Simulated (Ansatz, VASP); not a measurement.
Two plane-wave programs on CdAu

```
CELL_PARAMETERS angstrom
3.26236 0.00000 0.00000
-1.63118 2.82529 0.00000
0.00000 0.00000 4.12881
ATOMIC_POSITIONS crystal
Cd 0.00000 0.00000 0.00000
Au 0.33333 0.66667 0.50000
```

Alike in both runs: task single point; functional LDA; k mesh 21 × 21 × 12; occupations gaussian, width 0.15 eV; no spin polarisation.

```csv
,VASP,Ansatz
version,VASP 6.6.1,Ansatz 0.2.0
potentials or method,"VASP PAW LDA potentials, release 64 (Cd, Au), cutoff 520 eV","scalar-relativistic, plane waves, PAW"
valence electrons in the cell,23,39
```

```csv
,VASP,Ansatz,Ansatz less VASP
gap on the k mesh at the Fermi level (eV),none,none,-
pressure (GPa),-2.1,-3.0,-0.92
"traceless stress, the component that is largest in VASP (GPa)",1.95,1.46,-0.490
```

LDA's correlation is that of Perdew and Zunger in VASP and of Perdew and Wang (1992) in Ansatz. A gap of «none» marks a metal or a gap that the smearing closes. VASP's potentials hold 23 valence electrons a cell and Ansatz's 39, so a difference there can come from the potentials and not from the codes.

Spin-orbit coupling is off throughout.
